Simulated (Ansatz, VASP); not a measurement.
# LiNbO3: VASP beside Ansatz

```
Li Nb O
1.0
     2.58265    1.49110    4.68361
    -2.58265    1.49110    4.68361
     0.00000   -2.98219    4.68361
Li Nb O
2 2 6
Cartesian
  0.0000 0.0000 4.2405
  0.0000 0.0000 11.2659
  0.0000 0.0000 0.2840
  0.0000 0.0000 7.3094
  -0.6485 -1.4501 5.8507
  1.5801 0.1635 5.8507
  -0.9316 1.2867 5.8507
  -1.6510 -0.2044 8.1925
  0.6485 1.5321 8.1925
  1.0026 -1.3276 8.1925
```

Alike in both runs: functional PBE; k mesh 4 × 4 × 4; no spin polarisation.

Ansatz relaxed the structure, and its values are those at the end. VASP's run is a single point on that final structure, the one shown.

|  | VASP | Ansatz |
| --- | --- | --- |
| version | VASP 6.6.1 | Ansatz 0.2.0 |
| potentials or method | VASP PAW PBE potentials, release 64 (Li_sv, Nb_sv, O) | scalar-relativistic, plane waves, PAW |
| plane-wave cutoff (eV) | 520 | 420 |
| occupations | gaussian, width 0.01 eV | fixed |
| valence electrons in the cell | 68 | 68 |

```tsv
	VASP	Ansatz	Ansatz less VASP
gap on the k mesh at the Fermi level (eV)	3.55	3.57	+0.014
least direct gap on the mesh (eV)	3.58	3.60	+0.012
rms of the force components (eV/Å)	0.008	0.000	-0.0077
```

Noted on VASP's run: the cutoff is short for stress, so the pressure is rough.
